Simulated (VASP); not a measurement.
# Al (Fd-3m) in VASP: notebook

Runs on Al. Level: PBE. Tasks: single point.

Everything below comes from runs of VASP 6.6.1. Logs are shortened: lines on timing, memory, paths and dates and some standing lists are left out, and cuts for length are marked.

## Step 1: The cell of the first run

It takes space group Fd-3m (No. 227, cubic). Conventional cell: a = 5.963 Å, b = 5.963 Å, c = 5.963 Å, α = 90.00°, β = 90.00°, γ = 90.00°. Within 3.4 Å of Al (site symmetry -43m) lie 4 Al at 2.58 Å.

## Step 2: Single point, PBE

INCAR

```
ALGO     = Normal         # electronic algorithm
EDIFF    = 1E-6           # SCF threshold, eV
ENCUT    = 500            # plane-wave cutoff, eV
GGA      = PE             # functional
GGA_COMPAT= False        
ISIF     = 2              # what is computed and relaxed
ISMEAR   = -1             # smearing method
LASPH    = True           # aspherical terms in the spheres
LCHARG   = True           # write CHGCAR
LELF     = True           # ELF
LREAL    = False          # projectors in reciprocal space
LVHAR    = True         
LWAVE    = False          # write WAVECAR
NBANDS   = 10             # bands
NELM     = 120            # most SCF steps
PREC     = Accurate       # precision mode
SIGMA    = 0.06122561905347299 # smearing width, eV
```

KPOINTS

```
k-points
0
Gamma
  16 16 16
```

POSCAR

```
Al
1.0
    0.0000000000      2.9814775190      2.9814775190
    2.9814775190      0.0000000000      2.9814775190
    2.9814775190      2.9814775190      0.0000000000
Al
2
Direct
    0.0000000000      0.0000000000      0.0000000000
    0.2500000000      0.2500000000      0.2500000000
```

Potentials or basis: VASP PAW PBE potentials, release 64 (Al).

Launch:

```
> cat potpaw_PBE.64/Al/POTCAR > POTCAR
> mpirun -np 1 vasp_std > vasp.out
```

OUTCAR:

```text
EDIFF = 1E-6
   ENCUT = 500
   GGA = PE
   ISIF = 2
   ISMEAR = -1
   LASPH = True
   LREAL = False
   NELM = 120
   PREC = Accurate

 ion  position               nearest neighbor table
   1  0.000  0.000  0.000-   2 2.58   2 2.58   2 2.58   2 2.58
   2  0.250  0.250  0.250-   1 2.58   1 2.58   1 2.58   1 2.58

  LATTYP: Found a face centered cubic cell.
 ALAT       =     5.9629550380

  Lattice vectors:

 A1 = (   0.0000000000,   2.9814775190,   2.9814775190)
 A2 = (   2.9814775190,   0.0000000000,   2.9814775190)
 A3 = (   2.9814775190,   2.9814775190,   0.0000000000)

Analysis of symmetry for initial positions (statically):
=====================================================================
 Subroutine PRICEL returns:
 Original cell was already a primitive cell.

 Routine SETGRP: Setting up the symmetry group for a
 face centered cubic supercell.

 Subroutine GETGRP returns: Found 48 space group operations
 (whereof 24 operations were pure point group operations)
 out of a pool of 48 trial point group operations.

The static configuration has the point symmetry T_d .
 The point group associated with its full space group is O_h .

Analysis of symmetry for dynamics (positions and initial velocities):
=====================================================================
 Subroutine PRICEL returns:
 Original cell was already a primitive cell.

 Routine SETGRP: Setting up the symmetry group for a
 face centered cubic supercell.

 Subroutine GETGRP returns: Found 48 space group operations
 (whereof 24 operations were pure point group operations)
 out of a pool of 48 trial point group operations.

The dynamic configuration has the point symmetry T_d .
 The point group associated with its full space group is O_h .

 Subroutine INISYM returns: Found 48 space group operations
 (whereof 24 operations are pure point group operations),
 and found     1 'primitive' translations

----------------------------------------------------------------------------------------

                                     Primitive cell

  volume of cell :      53.0059

  direct lattice vectors                    reciprocal lattice vectors
     0.000000000  2.981477519  2.981477519    -0.167702086  0.167702086  0.167702086
     2.981477519  0.000000000  2.981477519     0.167702086 -0.167702086  0.167702086
     2.981477519  2.981477519  0.000000000     0.167702086  0.167702086 -0.167702086

  length of vectors
     4.216445943  4.216445943  4.216445943     0.290468534  0.290468534  0.290468534

  position of ions in fractional coordinates (direct lattice)
     0.000000000  0.000000000  0.000000000
     0.250000000  0.250000000  0.250000000

  ion indices of the primitive-cell ions
   primitive index   ion index
                 1           1
                 2           2

----------------------------------------------------------------------------------------

 KPOINTS: k-points

Automatic generation of k-mesh.
 Grid dimensions read from file:
 generate k-points for:   16   16   16

 Generating k-lattice:

  Cartesian coordinates                     Fractional coordinates (reciprocal lattice)
    -0.010481380  0.010481380  0.010481380     0.062500000  0.000000000  0.000000000
     0.010481380 -0.010481380  0.010481380     0.000000000  0.062500000  0.000000000
     0.010481380  0.010481380 -0.010481380     0.000000000  0.000000000  0.062500000

  Length of vectors
     0.018154283  0.018154283  0.018154283

  Shift w.r.t. Gamma in fractional coordinates (k-lattice)
     0.000000000  0.000000000  0.000000000

 Subroutine IBZKPT returns following result:
 ===========================================

 Found    145 irreducible k-points:

 Following reciprocal coordinates:
            Coordinates               Weight
  0.000000  0.000000  0.000000      1.000000
  0.062500  0.000000  0.000000      8.000000
  0.125000  0.000000  0.000000      8.000000
  0.187500  0.000000  0.000000      8.000000
  0.250000  0.000000  0.000000      8.000000
  0.312500  0.000000  0.000000      8.000000
[... 16 lines left out ...]
 -0.125000  0.062500  0.000000     24.000000
 -0.062500  0.062500  0.000000     12.000000
 [... further k-points ...]
   k-points           NKPTS =    145   k-points in BZ     NKDIM =    145   number of bands    NBANDS=     10
   number of dos      NEDOS =    301   number of ions     NIONS =      2
   total plane-waves  NPLWV =  32768
   dimension x,y,z NGX =    32 NGY =   32 NGZ =   32
   dimension x,y,z NGXF=    64 NGYF=   64 NGZF=   64
   ions per type =               2
   NGX,Y,Z   is equivalent  to a cutoff of  12.62, 12.62, 12.62 a.u.
   NGXF,Y,Z  is equivalent  to a cutoff of  25.23, 25.23, 25.23 a.u.
 SYSTEM =  unknown system
   PREC   = accura    normal or accurate (medium, high low for compatibility)
   ISTART =      0    job   : 0-new  1-cont  2-samecut
   ICHARG =      2    charge: 1-file 2-atom 10-const
   ISPIN  =      1    spin polarized calculation?
   LNONCOLLINEAR =      F non collinear calculations
   LSORBIT =      F    spin-orbit coupling
   LASPH  =      T    aspherical Exc in radial PAW
   ENCUT  =  500.0 eV  36.75 Ry    6.06 a.u.   7.69  7.69  7.69*2*pi/ulx,y,z
   NELM   =    120;   NELMIN=  2; NELMDL= -5     # of ELM steps
   EDIFF  = 0.1E-05   stopping-criterion for ELM
   LREAL  =      F    real-space projection
   EDIFFG = 0.1E-04   stopping-criterion for IOM
   NSW    =      0    number of steps for IOM
   IBRION =     -1    ionic relax: 0-MD 1-quasi-New 2-CG
   NFREE  =      0    steps in history (QN), initial steepest desc. (CG)
   ISIF   =      2    stress and relaxation
   ISYM   =      2    0-nonsym 1-usesym 2-fastsym
   POTIM  = 0.5000    time-step for ionic-motion
   TEBEG  =    0.0;   TEEND  =   0.0 temperature during run
   PSTRESS=    0.0 pullay stress
   NELECT =       6.0000    total number of electrons
   NUPDOWN=      -1.0000    fix difference up-down
   EMIN   =  10.00;   EMAX   =-10.00  energy-range for DOS
   EFERMI =   0.00;   METHOD = LEGACY
   ISMEAR =    -1;   SIGMA  =   0.06  broadening in eV -4-tet -1-fermi 0-gaus
   EFERMI_NEDOS =   21; number of points for ismear=-14 and -15
   IALGO  =     38    algorithm
   IMIX   =      4    mixing-type and parameters
     AMIX     =   0.40;   BMIX     =  1.00
     AMIX_MAG =   1.60;   BMIX_MAG =  1.00
  volume/ion in A,a.u.               =      26.50       178.85
  Fermi-wavevector in a.u.,A,eV,Ry     =   0.791924  1.496520  8.532815  0.627144
  Thomas-Fermi vector in A             =   1.897561
   LORBIT       =      0    0 simple, 1 ext, 2 COOP (PROOUT), +10 PAW based schemes
   GGA     = PE    functional components
   LHFCALC =     F    Hartree Fock is set to
   AEXX    =    0.0000 exact exchange contribution
   IVDW    =     0    specifies the selected vdW correction
   LEPSILON=     F    determine dielectric tensor
   LRPA    =     F    only Hartree local field effects (RPA)
 non-spin polarized calculation
  energy-cutoff  :      500.00
  volume of cell :       53.01
 maximum number of plane-waves:      1367
   NGX = 15   NGY = 15   NGZ = 15

 number of electron       6.0000000 magnetization

 Free energy of the ion-electron system (eV)
  ---------------------------------------------------
  ext. energy  EPLUGINS =         0.00000000
  ---------------------------------------------------
  free energy    TOTEN  =        -5.99872758 eV

  energy without entropy =       -5.98098979  energy(sigma->0) =       -5.98985869

 E-fermi :   3.0448     XC(G=0):  -8.2725

 val. band max:        3.0280972736   @ k =  -0.3750   0.3750   0.0000
 cond. band min:       3.0650623924   @ k =   0.3750   0.1875   0.0000
 fundamental gap:      0.0369651188
 Fermi energy:         3.0448083266

 k-point     1 :       0.0000    0.0000    0.0000
  band No.  band energies     occupation
      1      -4.9769      2.00000
      2       5.2289      0.00000
      3       5.2289      0.00000
      4       5.2289      0.00000
      5       7.0826      0.00000
      6       7.0826      0.00000
      7       7.0826      0.00000
      8       8.6572      0.00000
      9      11.0276      0.00000
     10      11.0486      0.00000

 k-point     2 :       0.0625    0.0000    0.0000
  band No.  band energies     occupation
      1      -4.9324      2.00000
      2       4.7661      0.00000
      3       5.1466      0.00000
      4       5.1466      0.00000
      5       7.1896      0.00000
      6       7.2013      0.00000
      7       7.2013      0.00000
      8       8.9151      0.00000
      9      10.8581      0.00000
     10      10.8581      0.00000

 k-point     3 :       0.1250    0.0000    0.0000
  band No.  band energies     occupation
      1      -4.7994      2.00000
      2       3.8389      0.00000
      3       4.9559      0.00000
      4       4.9559      0.00000
      5       7.1736      0.00000
      6       7.4761      0.00000
      7       7.4761      0.00000
      8       9.6001      0.00000
      9      10.5453      0.00000
     10      10.5453      0.00000

 k-point     4 :       0.1875    0.0000    0.0000
  band No.  band energies     occupation
      1      -4.5801      2.00000
      2       2.8187      1.95139
      3       4.7400      0.00000
      4       4.7400      0.00000
      5       7.0151      0.00000
      6       7.7403      0.00000
      7       7.7403      0.00000
      8      10.3765      0.00000
      9      10.3765      0.00000
     10      10.4239      0.00000
[... 222 lines left out ...]
 k-point    22 :      -0.1875    0.0625    0.0000
  band No.  band energies     occupation
      1      -4.4494      2.00000
      2       2.4871      1.99978
      3       4.1236      0.00000
      4       4.8647      0.00000
      5       7.2111      0.00000
      6       7.6329      0.00000
      7       7.9808      0.00000
      8       9.9395      0.00000
      9      10.0921      0.00000
     10      11.4711      0.00000

 k-point    23 :      -0.1250    0.0625    0.0000
  band No.  band energies     occupation
      1      -4.6965      2.00000
      2       3.4814      0.00160
      3       4.3594      0.00000
      4       5.0640      0.00000
      5       7.3564      0.00000
      6       7.4018      0.00000
      7       7.7442      0.00000
      8       9.8000      0.00000
      9      10.0701      0.00000
     10      10.9431      0.00000

 k-point    24 :      -0.0625    0.0625    0.0000
  band No.  band energies     occupation
      1      -4.8583      2.00000
      2       4.3483      0.00000
      3       4.6987      0.00000
      4       5.1835      0.00000
      5       7.2018      0.00000
      6       7.3195      0.00000
      7       7.4726      0.00000
      8       9.2816      0.00000
      9      10.4383      0.00000
     10      10.8920      0.00000

 [... further k-points ...]
[... 5 lines left out ...]
  --------------------------------------------------------------------------------------
  -------------------------------------------------------------------------------------
  Total        0.5670558      0.5670558      0.5670558     -0.0000000      0.0000000      0.0000000
  in kB       17.1400373     17.1400373     17.1400373     -0.0000000      0.0000000      0.0000000
  external PRESSURE =      17.1400373 kB  Pullay stress =       0.0000000 kB

 VOLUME and BASIS-vectors are now :
 -----------------------------------------------------------------------------
  energy-cutoff  :      500.00
  volume of cell :       53.01
      direct lattice vectors                 reciprocal lattice vectors
     0.000000000  2.981477519  2.981477519    -0.167702086  0.167702086  0.167702086
     2.981477519  0.000000000  2.981477519     0.167702086 -0.167702086  0.167702086
     2.981477519  2.981477519  0.000000000     0.167702086  0.167702086 -0.167702086

 POSITION                                       TOTAL-FORCE (eV/Angst)
 -----------------------------------------------------------------------------------
      0.00000      0.00000      0.00000        -0.000000     -0.000000     -0.000000
      1.49074      1.49074      1.49074         0.000000      0.000000      0.000000
 -----------------------------------------------------------------------------------
    total drift:                               -0.000000      0.000000      0.000000

  FREE ENERGIE OF THE ION-ELECTRON SYSTEM (eV)
  ---------------------------------------------------
  free  energy   TOTEN  =        -5.9987275842 eV

  energy  without entropy=       -5.9809897941  energy(sigma->0) =       -5.98985869
```

It took 74 s on 1 thread of AMD EPYC 7R13, shared host; peak memory 0.17 GiB.

What came out:

- Free energy: -5.9987 eV
- Pressure: 1.7 GPa
- Band gap on the k mesh: zero (band 3 reaches 5.23 eV, above the bottom of band 4 at 1.60 eV)

Levels at points of the mesh, in eV from the Fermi level:
```tsv
k point	band 1	band 2	band 3	band 4	band 5	band 6	band 7
(0.00, 0.00, 0.00)	-8.02	2.18	2.18	2.18	4.04	4.04	4.04
(0.50, 0.00, 0.00)	-5.92	-3.94	1.14	1.14	3.40	4.44	4.44
(0.50, 0.50, 0.00)	-4.40	-4.40	-0.40	-0.40	2.11	2.11	10.90
```

## Step 3: Single point, PBE

This run uses another cell than the first one, of 27.06 Å³/atom, 1.021 times its volume.

INCAR

```
  PREC = Accurate
  ENCUT = 500
  EDIFF = 1E-6
  ISMEAR = -1
  SIGMA = 0.06122561905347299
  LREAL = False
  LASPH = True
  NELM = 120
  ALGO = Normal
  ISIF = 2
  LWAVE = False
  LCHARG = False
  GGA = PE
  NBANDS = 10
  GGA_COMPAT = False
```

KPOINTS

```
regular mesh
0
Gamma
  16 16 16
```

POSCAR

```
Al
1.0
    0.0000000000      3.0020400827      3.0020400827
    3.0020400827      0.0000000000      3.0020400827
    3.0020400827      3.0020400827      0.0000000000
Al
2
Direct
    0.0000000000      0.0000000000      0.0000000000
    0.2500000000      0.2500000000      0.2500000000
```

Potentials or basis: VASP PAW PBE potentials, release 64 (Al).

Launch:

```
> cat potpaw_PBE.64/Al/POTCAR > POTCAR
> mpirun -np 1 vasp_std > vasp.out
```

Run time: 74 s. Hardware: 1 thread of AMD EPYC 7R13, shared host; peak memory 0.17 GiB.

Results (log left out):

```
Free energy            : -6.0075 eV
Pressure               : 0.8 GPa
Band gap on the k mesh : zero (band 3 reaches 5.06 eV, above the bottom of band 4 at 1.50 eV)
```

Levels at points of the mesh, in eV from the Fermi level:
```tsv
k point	band 1	band 2	band 3	band 4	band 5	band 6	band 7
(0.00, 0.00, 0.00)	-7.93	2.15	2.15	2.15	4.00	4.00	4.00
(0.50, 0.00, 0.00)	-5.88	-3.89	1.11	1.11	3.31	4.42	4.42
(0.50, 0.50, 0.00)	-4.37	-4.37	-0.39	-0.39	2.12	2.12	10.72
```
